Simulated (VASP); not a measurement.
# AlNi (Pm-3m) in VASP: further runs

The runs below take AlNi through relaxation of cell and atoms, with PBEsol.

Program: VASP 6.6.1. These are calculated values, not measurements. Logs are shortened: lines on timing, memory, paths and dates and some standing lists are left out, and cuts for length are marked.

## (1) The cell of the first run

The structure is cubic, space group Pm-3m (No. 221). Conventional cell: a = 2.881 Å, b = 2.881 Å, c = 2.881 Å, α = 90.00°, β = 90.00°, γ = 90.00°. Within 3.3 Å of Ni (site symmetry m-3m) lie 8 Al at 2.50 Å and 6 Ni at 2.88 Å. Al (site symmetry m-3m) has 8 Ni at 2.50 Å and 6 Al at 2.88 Å within 3.3 Å.

## (2) Relaxation of cell and atoms, PBEsol, collinear spin, ferromagnetic start, target pressure 5 GPa, at which the enthalpy is minimised

INCAR reads:

```
ALGO = Normal ; EDIFF = 1E-7
EDIFFG = -0.005 ; ENCUT = 600
GGA = PS ; IBRION = 2
ISIF = 3 ; ISMEAR = -1
ISPIN = 2 ; LASPH = True
LCHARG = False ; LMAXMIX = 4
LORBIT = 11 ; LREAL = False
LWAVE = False ; MAGMOM = 1 0
NELM = 150 ; NSW = 80
PREC = Accurate ; PSTRESS = 50.0
SIGMA = 0.05
```

KPOINTS reads:

```
k-points
0
Gamma
  9 9 9
```

POSCAR reads:

```
AlNi
1.0
    2.8810000000      0.0000000000      0.0000000000
    0.0000000000      2.8810000000      0.0000000000
    0.0000000000      0.0000000000      2.8810000000
Ni Al
1 1
Direct
    0.5000000000      0.5000000000      0.5000000000
    0.0000000000      0.0000000000      0.0000000000
```

Potentials or basis: VASP PAW PBE potentials, release 64 (Ni, Al).

The run is started by

```console
$ cat potpaw_PBE.64/Ni/POTCAR potpaw_PBE.64/Al/POTCAR > POTCAR
$ mpirun -np 1 vasp_std > vasp.out
```

OUTCAR:

```text
EDIFF = 1E-7
   EDIFFG = -0.005
   ENCUT = 600
   GGA = PS
   IBRION = 2
   ISIF = 3
   ISMEAR = -1
   ISPIN = 2
   LASPH = True
   LORBIT = 11
   LREAL = False
   NELM = 150
   NSW = 80
   PREC = Accurate
   PSTRESS = 50.0

 ion  position               nearest neighbor table
   1  0.500  0.500  0.500-   2 2.50   2 2.50   2 2.50   2 2.50   2 2.50   2 2.50   2 2.50   2 2.50

   2  0.000  0.000  0.000-   1 2.50   1 2.50   1 2.50   1 2.50   1 2.50   1 2.50   1 2.50   1 2.50

  LATTYP: Found a simple cubic cell.
 ALAT       =     2.8810000000

  Lattice vectors:

 A1 = (   2.8810000000,   0.0000000000,   0.0000000000)
 A2 = (   0.0000000000,   2.8810000000,   0.0000000000)
 A3 = (   0.0000000000,   0.0000000000,   2.8810000000)

Analysis of symmetry for initial positions (statically):
=====================================================================
 Subroutine PRICEL returns:
 Original cell was already a primitive cell.

 Routine SETGRP: Setting up the symmetry group for a
 simple cubic supercell.

 Subroutine GETGRP returns: Found 48 space group operations
 (whereof 48 operations were pure point group operations)
 out of a pool of 48 trial point group operations.

The static configuration has the point symmetry O_h .

Analysis of symmetry for dynamics (positions and initial velocities):
=====================================================================
 Subroutine PRICEL returns:
 Original cell was already a primitive cell.

 Routine SETGRP: Setting up the symmetry group for a
 simple cubic supercell.

 Subroutine GETGRP returns: Found 48 space group operations
 (whereof 48 operations were pure point group operations)
 out of a pool of 48 trial point group operations.

The dynamic configuration has the point symmetry O_h .

Analysis of structural, dynamic, and magnetic symmetry:
=====================================================================
 Subroutine PRICEL returns:
 Original cell was already a primitive cell.

 Routine SETGRP: Setting up the symmetry group for a
 simple cubic supercell.

 Subroutine GETGRP returns: Found 48 space group operations
 (whereof 48 operations were pure point group operations)
 out of a pool of 48 trial point group operations.

The overall configuration has the point symmetry O_h .

 Subroutine INISYM returns: Found 48 space group operations
 (whereof 48 operations are pure point group operations),
 and found     1 'primitive' translations

----------------------------------------------------------------------------------------

                                     Primitive cell

  volume of cell :      23.9128

  direct lattice vectors                    reciprocal lattice vectors
     2.881000000  0.000000000  0.000000000     0.347101701  0.000000000  0.000000000
     0.000000000  2.881000000  0.000000000     0.000000000  0.347101701  0.000000000
     0.000000000  0.000000000  2.881000000     0.000000000  0.000000000  0.347101701

  length of vectors
     2.881000000  2.881000000  2.881000000     0.347101701  0.347101701  0.347101701

  position of ions in fractional coordinates (direct lattice)
     0.500000000  0.500000000  0.500000000
     0.000000000  0.000000000  0.000000000

  ion indices of the primitive-cell ions
   primitive index   ion index
                 1           1
                 2           2

----------------------------------------------------------------------------------------

 KPOINTS: k-points

Automatic generation of k-mesh.
 Grid dimensions read from file:
 generate k-points for:    9    9    9

 Generating k-lattice:

  Cartesian coordinates                     Fractional coordinates (reciprocal lattice)
     0.038566856  0.000000000  0.000000000     0.111111111  0.000000000  0.000000000
     0.000000000  0.038566856  0.000000000     0.000000000  0.111111111  0.000000000
     0.000000000  0.000000000  0.038566856     0.000000000  0.000000000  0.111111111

  Length of vectors
     0.038566856  0.038566856  0.038566856

  Shift w.r.t. Gamma in fractional coordinates (k-lattice)
     0.000000000  0.000000000  0.000000000

 Subroutine IBZKPT returns following result:
 ===========================================

 Found     35 irreducible k-points:

 Following reciprocal coordinates:
            Coordinates               Weight
  0.000000  0.000000  0.000000      1.000000
  0.111111  0.000000  0.000000      6.000000
  0.222222  0.000000  0.000000      6.000000
  0.333333  0.000000  0.000000      6.000000
  0.444444  0.000000  0.000000      6.000000
  0.111111  0.111111  0.000000     12.000000
[... 16 lines left out ...]
  0.333333  0.333333  0.111111     24.000000
  0.444444  0.333333  0.111111     48.000000
 [... further k-points ...]
   k-points           NKPTS =     35   k-points in BZ     NKDIM =     35   number of bands    NBANDS=     11
   number of dos      NEDOS =    301   number of ions     NIONS =      2
   total plane-waves  NPLWV =  13824
   dimension x,y,z NGX =    24 NGY =   24 NGZ =   24
   dimension x,y,z NGXF=    48 NGYF=   48 NGZF=   48
   ions per type =               1   1
   NGX,Y,Z   is equivalent  to a cutoff of  13.85, 13.85, 13.85 a.u.
   NGXF,Y,Z  is equivalent  to a cutoff of  27.70, 27.70, 27.70 a.u.
 SYSTEM =  unknown system
   PREC   = accura    normal or accurate (medium, high low for compatibility)
   ISTART =      0    job   : 0-new  1-cont  2-samecut
   ICHARG =      2    charge: 1-file 2-atom 10-const
   ISPIN  =      2    spin polarized calculation?
   LNONCOLLINEAR =      F non collinear calculations
   LSORBIT =      F    spin-orbit coupling
   LASPH  =      T    aspherical Exc in radial PAW
   ENCUT  =  600.0 eV  44.10 Ry    6.64 a.u.   5.75  5.75  5.75*2*pi/ulx,y,z
   NELM   =    150;   NELMIN=  2; NELMDL= -5     # of ELM steps
   EDIFF  = 0.1E-06   stopping-criterion for ELM
   LREAL  =      F    real-space projection
   EDIFFG = -.5E-02   stopping-criterion for IOM
   NSW    =     80    number of steps for IOM
   IBRION =      2    ionic relax: 0-MD 1-quasi-New 2-CG
   NFREE  =      1    steps in history (QN), initial steepest desc. (CG)
   ISIF   =      3    stress and relaxation
   ISYM   =      2    0-nonsym 1-usesym 2-fastsym
   POTIM  = 0.5000    time-step for ionic-motion
   TEBEG  =    0.0;   TEEND  =   0.0 temperature during run
   PSTRESS=   50.0 pullay stress
   NELECT =      13.0000    total number of electrons
   NUPDOWN=      -1.0000    fix difference up-down
   EMIN   =  10.00;   EMAX   =-10.00  energy-range for DOS
   EFERMI =   0.00;   METHOD = LEGACY
   ISMEAR =    -1;   SIGMA  =   0.05  broadening in eV -4-tet -1-fermi 0-gaus
   EFERMI_NEDOS =   21; number of points for ismear=-14 and -15
   IALGO  =     38    algorithm
   IMIX   =      4    mixing-type and parameters
     AMIX     =   0.40;   BMIX     =  1.00
     AMIX_MAG =   1.60;   BMIX_MAG =  1.00
  volume/ion in A,a.u.               =      11.96        80.69
  Fermi-wavevector in a.u.,A,eV,Ry     =   1.336122  2.524904 24.289410  1.785221
  Thomas-Fermi vector in A             =   2.464773
   LORBIT       =     11    0 simple, 1 ext, 2 COOP (PROOUT), +10 PAW based schemes
   GGA     = PS    functional components
   LHFCALC =     F    Hartree Fock is set to
   AEXX    =    0.0000 exact exchange contribution
   IVDW    =     0    specifies the selected vdW correction
   LEPSILON=     F    determine dielectric tensor
   LRPA    =     F    only Hartree local field effects (RPA)
 conjugate gradient relaxation of ions
 spin polarized calculation
  energy-cutoff  :      600.00
  volume of cell :       23.91
 maximum number of plane-waves:       812
 NGX is ok and might be reduce to    24
   NGX = 11   NGY = 11   NGZ = 11

--------------------------------------- Ionic step        1  -------------------------------------------

 number of electron      13.0000015 magnetization       0.0016800

 number of electron      13.0000015 magnetization      -0.0002331

 Free energy of the ion-electron system (eV)
  ---------------------------------------------------
  ext. energy  EPLUGINS =         0.00000000
  ---------------------------------------------------
  free energy    TOTEN  =       -11.58118236 eV

  energy without entropy =      -11.57460847  energy(sigma->0) =      -11.57789541

 E-fermi :   9.8978     XC(G=0): -12.1667

 val. band max:        9.8375072978   @ k =   0.3333   0.3333   0.0000
 cond. band min:       9.9450154753   @ k =   0.3333   0.1111   0.1111
 fundamental gap:      0.1075081775
 Fermi energy:         9.8977929317

 spin component 1

 k-point     1 :       0.0000    0.0000    0.0000
  band No.  band energies     occupation
      1      -1.2339      1.00000
      2       6.6487      1.00000
      3       6.6487      1.00000
      4       8.3419      1.00000
      5       8.3419      1.00000
      6       8.3419      1.00000
      7      15.3933      0.00000
      8      15.3933      0.00000
      9      15.3933      0.00000
     10      18.0394      0.00000
     11      18.0394      0.00000
[... 739 lines left out ...]
--------------------------------------- Ionic step        3  -------------------------------------------

 number of electron      12.9999997 magnetization       0.0000001

 number of electron      12.9999997 magnetization      -0.0000001

 Free energy of the ion-electron system (eV)
  ---------------------------------------------------
  ext. energy  EPLUGINS =         0.00000000
  ---------------------------------------------------
  free energy    TOTEN  =       -11.57665545 eV

  energy without entropy =      -11.57054128  energy(sigma->0) =      -11.57359836

 E-fermi :  10.5401     XC(G=0): -12.3946

 val. band max:       10.4751742487   @ k =   0.3333   0.1111   0.0000
 cond. band min:      10.5957980900   @ k =   0.3333   0.1111   0.1111
 fundamental gap:      0.1206238414
 Fermi energy:        10.5401498242

 spin component 1

 k-point     1 :       0.0000    0.0000    0.0000
  band No.  band energies     occupation
      1      -0.9528      1.00000
      2       7.0450      1.00000
      3       7.0450      1.00000
      4       8.8709      1.00000
      5       8.8709      1.00000
      6       8.8709      1.00000
      7      16.2206      0.00000
      8      16.2206      0.00000
      9      16.2206      0.00000
     10      18.8182      0.00000
     11      18.8182      0.00000
[... 691 lines left out ...]
  FREE ENERGIE OF THE ION-ELECTRON SYSTEM (eV)
  ---------------------------------------------------
  free  energy   TOTEN  =       -11.5766554499 eV

  energy  without entropy=      -11.5705412770  energy(sigma->0) =      -11.57359836

  enthalpy is  TOTEN    =       -10.8643547638 eV   P V=        0.7123006861

 reached required accuracy - stopping structural energy minimisation

 total charge

# of ion       s       p       d       tot
------------------------------------------
    1        0.500   0.564   8.498   9.562
    2        0.387   0.433   0.000   0.821
--------------------------------------------------
tot          0.887   0.997   8.498  10.382

 magnetization (x)

# of ion       s       p       d       tot
------------------------------------------
    1       -0.000   0.000   0.000   0.000
    2        0.000   0.000   0.000   0.000
--------------------------------------------------
tot         -0.000   0.000   0.000   0.000
```

Run time: 1.8 min. Hardware: 1 thread of AMD EPYC 7R13, shared host; peak memory 0.14 GiB.

Results:

| Property | Result |
| --- | --- |
| Free energy | -11.5767 eV |
| Relaxed volume | 11.41 Å³/atom |
| Relaxed cell | a = 2.837 Å, b = 2.837 Å, c = 2.837 Å, α = 90.00°, β = 90.00°, γ = 90.00° |
| Space group after relaxing (to 0.05 Å) | Pm-3m (No. 221) |
| Energy change on relaxing (the enthalpy is what falls) | +2.3 meV/atom |
| Ionic steps | 3 |
| Pressure after relaxing | 4.9 GPa |
| Net moment | 0.00 μB per cell |
| Valence electrons inside the program's atomic spheres | Ni 9.56; Al 0.82 |

Step by step:
| step | energy change (eV) | largest force (eV/Å) | pressure (GPa) | volume (Å³) |
| --- | --- | --- | --- | --- |
| 1 | 0.0000 | 0.0000 | -3.24 | 23.91 |
| 2 | 0.0620 | 0.0000 | 14.21 | 21.85 |
| 3 | 0.0045 | 0.0000 | 4.94 | 22.82 |

Final structure:
```xyz
2
Lattice="2.8366 0.0000 0.0000 0.0000 2.8366 0.0000 0.0000 0.0000 2.8366" Properties=species:S:1:pos:R:3 pbc="T T T"
Ni    1.4183    1.4183    1.4183
Al    0.0000    0.0000    0.0000
```

Levels at points of the mesh, in eV from the Fermi level:
Spin up:
```tsv
k point	band 4	band 5	band 6	band 7	band 8	band 9
(0.00, 0.00, 0.00)	-1.67	-1.67	-1.67	5.68	5.68	5.68
```
Spin down:
```tsv
k point	band 2	band 3	band 4	band 5	band 6	band 7	band 8	band 9	band 10	band 11
(0.00, 0.00, 0.00)	-3.50	-3.50	-1.67	-1.67	-1.67	5.68	5.68	5.68	8.28	8.28
```

Caveat: the cell is relaxed towards a set pressure, so the enthalpy falls and the energy may rise; the PAW data sets were made with another functional, which shifts forces and pressure a little.

## (3) Relaxation of cell and atoms, PBEsol, collinear spin, ferromagnetic start, target pressure 10 GPa, at which the enthalpy is minimised

INCAR reads:

```
SYSTEM = AlNi
PREC = Accurate
ENCUT = 600
EDIFF = 1E-6
ISMEAR = -1
SIGMA = 0.05
LREAL = .FALSE.
LASPH = .TRUE.
NELM = 150
ALGO = Normal
ISIF = 3
LWAVE = .FALSE.
LCHARG = .FALSE.
ISPIN = 2
MAGMOM = 1 0
LORBIT = 11
LMAXMIX = 4
GGA = PS
IBRION = 2
NSW = 80
EDIFFG = -0.005
PSTRESS = 100.0
```

KPOINTS reads:

```
regular mesh
0
G
  9 9 9
  0 0 0
```

POSCAR is that of step 2.

Potentials or basis: VASP PAW PBE potentials, release 64 (Ni, Al).

The run is started by

```console
$ cat potpaw_PBE.64/Ni/POTCAR potpaw_PBE.64/Al/POTCAR > POTCAR
$ mpirun -np 1 vasp_std > vasp.out
```

It took 2.5 min on 1 thread of AMD EPYC 7R13, shared host; peak memory 0.14 GiB.

The run converged. Its results:

```
Free energy                                            : -11.5509 eV
Relaxed volume                                         : 11.13 Å³/atom
Relaxed cell                                           : a = 2.813 Å, b = 2.813 Å, c = 2.813 Å, α = 90.00°, β = 90.00°, γ = 90.00°
Space group after relaxing (to 0.05 Å)                 : Pm-3m (No. 221)
Energy change on relaxing (the enthalpy is what falls) : +15.1 meV/atom
Ionic steps                                            : 6
Pressure after relaxing                                : 9.9 GPa
Net moment                                             : 0.00 μB per cell
Valence electrons inside the program's atomic spheres  : Ni 9.61; Al 0.84
```

Step by step:
| step | energy change (eV) | largest force (eV/Å) | pressure (GPa) | volume (Å³) |
| --- | --- | --- | --- | --- |
| 1 | 0.0000 | 0.0000 | -3.20 | 23.91 |
| 2 | 0.2188 | 0.0000 | 28.67 | 20.66 |
| 3 | 0.0289 | 0.0000 | 9.76 | 22.29 |
| 4 | 0.0308 | 0.0000 | 10.08 | 22.26 |
| 5 | 0.0298 | 0.0000 | 9.93 | 22.28 |
| 6 | 0.0303 | 0.0000 | 9.94 | 22.27 |

Final structure:
```yaml
crystal:
  lattice:
    - [2.81336, 0.00000, 0.00000]
    - [0.00000, 2.81336, 0.00000]
    - [0.00000, 0.00000, 2.81336]
  atoms:
    - { symbol: Ni, position: [0.50000, 0.50000, 0.50000] }
    - { symbol: Al, position: [0.00000, 0.00000, 0.00000] }
```

Levels at points of the mesh, in eV from the Fermi level:
Spin up:
```csv
k point,band 2,band 3,band 4,band 5,band 6,band 7,band 8,band 9,band 10,band 11
"(0.00, 0.00, 0.00)",-3.63,-3.63,-1.73,-1.73,-1.73,5.78,5.78,5.78,8.35,8.35
```
Spin down:
| k point | band 3 | band 4 | band 5 | band 6 | band 7 | band 8 | band 9 | band 10 |
| --- | --- | --- | --- | --- | --- | --- | --- | --- |
| (0.00, 0.00, 0.00) | -3.63 | -1.73 | -1.73 | -1.73 | 5.78 | 5.78 | 5.78 | 8.35 |

Caveat: the cell is relaxed towards a set pressure, so the enthalpy falls and the energy may rise; the PAW data sets were made with another functional, which shifts forces and pressure a little.
